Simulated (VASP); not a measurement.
Ru: relaxation of cell and atoms with PBE

The system is Ru.

```
Ru
1.0
     0.00000    1.90310    1.90310
     1.90310    0.00000    1.90310
     1.90310    1.90310    0.00000
Ru
1
Direct
  0.00000 0.00000 0.00000
```

This isn't the form of Ru at room conditions, which is hcp.

```json
{
  "Program": "VASP 6.6.1",
  "Task": "relaxation of cell and atoms",
  "Functional": "PBE",
  "Potentials or basis": "VASP PAW PBE potentials, release 64 (Ru_pv)",
  "Cutoff": "600 eV",
  "k mesh": "18 × 18 × 18",
  "Occupations": "gaussian, width 0.1 eV",
  "Spin": "no spin polarisation",
  "Dipole correction": "no",
  "Further INCAR settings": "ALGO = Normal; EDIFF = 1e-07; IBRION = 2; EDIFFG = -0.01; NSW = 80; ISIF = 3"
}
```

```json
{
 "Relaxed volume": "13.82 Å³/atom",
 "Relaxed cell": "a = 2.694 Å, b = 2.694 Å, c = 2.694 Å, α = 60.00°, β = 60.00°, γ = 60.00°",
 "Space group after relaxing (to 0.1 Å)": "Fm-3m (No. 225)",
 "Energy gained by relaxing": "0.1 meV/atom",
 "Ionic steps": "3",
 "Pressure after relaxing": "0.0 GPa",
 "Band gap on the k mesh": "zero (bands 7 and 8 overlap by 3.34 eV)"
}
```

Final structure:
```xyz
1
Lattice="0.0000 1.9048 1.9048 1.9048 0.0000 1.9048 1.9048 1.9048 0.0000" Properties=species:S:1:pos:R:3 pbc="T T T"
Ru    0.0000    0.0000    0.0000
```

Levels at points of the mesh, in eV from the Fermi level:
```csv
k point,band 4,band 5,band 6,band 7,band 8,band 9,band 10,band 11
"(0.00, 0.00, 0.00)",-7.76,-2.47,-2.47,-2.47,-0.09,-0.09,10.60,15.11
"(0.50, 0.00, 0.00)",-5.90,-2.59,-2.59,1.05,1.73,1.73,9.91,10.61
"(0.50, 0.50, 0.00)",-6.19,-5.72,1.69,2.23,2.23,3.65,10.60,13.39
```

Wall time 23 s on 1 thread of Intel(R) Xeon(R) 6975P-C (Granite Rapids) (shared host), peak memory 0.17 GiB.
